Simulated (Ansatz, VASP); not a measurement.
AgBr in VASP and in Ansatz

```
Ag Br
1.0
     0.00000    2.82713    2.82713
     2.82713    0.00000    2.82713
     2.82713    2.82713    0.00000
Ag Br
1 1
Direct
  0.50000 0.50000 0.50000
  0.00000 0.00000 0.00000
```

Change from the starting cell: volume scaled by 0.94, crystal datasets.

Alike in both runs: task electric field gradients; functional PBEsol; k mesh 7 × 7 × 7; occupations fermi-dirac, width 0.02 eV; no spin polarisation.

|  | VASP | Ansatz |
| --- | --- | --- |
| version | VASP 6.6.1 | Ansatz 0.2.0 |
| potentials or method | VASP PAW PBE potentials, release 64 (Ag, Br), cutoff 400 eV | all-electron PAW with datasets made for the crystal, scalar-relativistic |

|  | VASP | Ansatz | Ansatz less VASP |
| --- | --- | --- | --- |
| pressure (GPa) | 0.4 | 0.6 | +0.23 |

VASP's potentials were made for PBE, not for PBEsol. Ansatz ran all-electron here, and VASP with PAW potentials.
